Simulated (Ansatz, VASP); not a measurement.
**Ga: VASP beside Ansatz**

Contents of INCAR:

```
PREC = Accurate
ENCUT = 520
EDIFF = 1E-7
ISMEAR = 0
SIGMA = 0.15
LREAL = F
LASPH = T
NELM = 60
ALGO = Fast
ISIF = 2
LWAVE = F
LCHARG = F
GGA = PS
NBANDS = 20
```

KPOINTS

```
regular mesh
0
Gamma
  18 18 16
```

The input POSCAR:

```
Ga
1.0
    1.4645000000     -4.1056500000      0.0000000000
    1.4645000000      4.1056500000      0.0000000000
    0.0000000000      0.0000000000      3.1700000000
Ga
2
Direct
    0.8670000000      0.1330000000      0.2500000000
    0.1330000000      0.8670000000      0.7500000000
```

Input for Ansatz:

```yaml
crystal:
  lattice:
    - [1.4645, -4.10565, 0.0]
    - [1.4645, 4.10565, 0.0]
    - [0.0, 0.0, 3.17]
  atoms:
    - { symbol: Ga, position: [0.867, 0.133, 0.25] }
    - { symbol: Ga, position: [0.133, 0.867, 0.75] }
basis:
  ecutwfc: 420
kpoints:
  mp_grid: { grid: [18, 18, 16] }
hamiltonian:
  xc: pbesol
scf:
  occupations: { method: gaussian, width: 0.15 }
output:
  forces: true
  stress: true
  eigenvalues: true
```

Change from the starting cell: strain +0.0100 x Voigt [1, 1, 0, 0, 0, 0], atoms carried along.

Alike in both runs: task single point; functional PBEsol; k mesh 18 × 18 × 16; occupations gaussian, width 0.15 eV; no spin polarisation.

```csv
,VASP,Ansatz
version,VASP 6.6.1,Ansatz 0.2.0
potentials or method,"VASP PAW PBE potentials, release 64 (Ga_d), cutoff 520 eV","scalar-relativistic, plane waves, PAW"
valence electrons in the cell,26,26
```

```csv
,VASP,Ansatz,Ansatz less VASP
gap on the k mesh at the Fermi level (eV),none,none,-
pressure (GPa),-2.7,-2.8,-0.10
"traceless stress, the component that is largest in VASP (GPa)",-1.92,-1.92,0.000
rms of the force components (eV/Å),0.110,0.110,+0.0002
```

VASP's potentials were made for PBE, not for PBEsol. Atom by atom the forces differ by 0.000 eV/Å (rms over components). A gap of «none» marks a metal or a gap that the smearing closes. The functional is the same, so the differences come from potentials, cutoffs and numerics.
